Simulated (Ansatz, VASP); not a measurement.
# K in VASP and in Ansatz

The input INCAR:

```
SYSTEM = K
PREC = Accurate
ENCUT = 520
EDIFF = 1E-6
ISMEAR = 0
SIGMA = 0.6
LREAL = .False.
LASPH = .True.
NELM = 60
ALGO = Normal
ISIF = 2
LWAVE = .False.
LCHARG = .False.
GGA = CA
NBANDS = 10
```

KPOINTS

```
Automatic mesh
0
Gamma
  9 9 9
  0 0 0
```

Contents of POSCAR:

```
K
1.0
   -2.5241928768      2.5241928768      2.5241928768
    2.5241928768     -2.5241928768      2.5241928768
    2.5241928768      2.5241928768     -2.5241928768
K
1
Direct
    0.0000000000      0.0000000000      0.0000000000
```

Input for Ansatz:

```yaml
crystal:
  lattice:
    - [-2.5241928768, 2.5241928768, 2.5241928768]
    - [2.5241928768, -2.5241928768, 2.5241928768]
    - [2.5241928768, 2.5241928768, -2.5241928768]
  atoms:
    - { symbol: K, position: [0.0, 0.0, 0.0] }
hamiltonian:
  xc: lda
  pseudopotentials:
    kind: paw
    azcp:
      K: "pseudopotentials/K.paw.azcp"
basis:
  ecutwfc: 420
  fft_grid_basis: typed
kpoints:
  mp_grid: { grid: [9, 9, 9], shift: [0, 0, 0] }
magnetization:
  spin_polarized: false
scf:
  occupations: { method: gaussian, width: 0.6 }
  lower_state_search: "off"
output:
  stress: true
  write_density: true
  write_potential: true
  elf: true
  volumetric_format: npy
```

Alike in both runs: task single point; functional LDA; k mesh 9 × 9 × 9; occupations gaussian, width 0.6 eV; no spin polarisation.

|  | VASP | Ansatz |
| --- | --- | --- |
| version | VASP 6.6.1 | Ansatz 0.2.0 |
| potentials or method | VASP PAW LDA potentials, release 64 (K_sv), cutoff 520 eV | plane waves (420 eV) with PAW, scalar-relativistic |
| valence electrons in the cell | 9 | 9 |

```tsv
	VASP	Ansatz	Ansatz less VASP
pressure (GPa)	0.0	0.0	+0.02
```

Ansatz warns that its potentials were made for another functional, while VASP's fit it. LDA's correlation is that of Perdew and Zunger in VASP and of Perdew and Wang (1992) in Ansatz.
